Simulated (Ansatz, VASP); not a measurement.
## Ni: VASP beside Ansatz

INCAR

```
PREC = Accurate
ENCUT = 520
EDIFF = 1E-6
ISMEAR = -1
SIGMA = 0.1
LREAL = F
LASPH = T
NELM = 80
ALGO = Normal
ISIF = 2
LWAVE = F
LCHARG = F
GGA = PE
NBANDS = 11
```

File KPOINTS:

```
Automatic mesh
0
Gamma
  15 15 15
```

POSCAR

```
Ni
1.0
    0.0000000000      1.7572466680      1.7572466680
    1.7572466680      0.0000000000      1.7572466680
    1.7572466680      1.7572466680      0.0000000000
Ni
1
Direct
    0.0000000000      0.0000000000      0.0000000000
```

Input for Ansatz:

```yaml
crystal:
  lattice:
    - [0.0, 1.757246668, 1.757246668]
    - [1.757246668, 0.0, 1.757246668]
    - [1.757246668, 1.757246668, 0.0]
  atoms:
    - { symbol: Ni, position: [0.0, 0.0, 0.0] }
hamiltonian:
  xc: pbe
  pseudopotentials:
    kind: paw
    azcp:
      Ni: "pseudopotentials/Ni.paw.azcp"
basis:
  ecutwfc: 420
  fft_grid_basis: typed
kpoints:
  mp_grid: { grid: [15, 15, 15], shift: [0, 0, 0] }
magnetization:
  spin_polarized: false
scf:
  occupations: { method: fermi_dirac, width: 0.1 }
  lower_state_search: "off"
output:
  stress: true
```

Alike in both runs: task single point; functional PBE; k mesh 15 × 15 × 15; occupations fermi-dirac, width 0.1 eV; no spin polarisation.

```csv
,VASP,Ansatz
version,VASP 6.6.1,Ansatz 0.2.0
potentials or method,"VASP PAW PBE potentials, release 64 (Ni), cutoff 520 eV","plane waves (420 eV) with PAW, scalar-relativistic"
valence electrons in the cell,10,18
```

|  | VASP | Ansatz | Ansatz less VASP |
| --- | --- | --- | --- |
| pressure (GPa) | 0.0 | 0.0 | 0.00 |

With one functional, cell and mesh, what is left measures potentials, basis and numerics. VASP's potentials hold 10 valence electrons a cell and Ansatz's 18, so a difference there can come from the potentials and not from the codes.
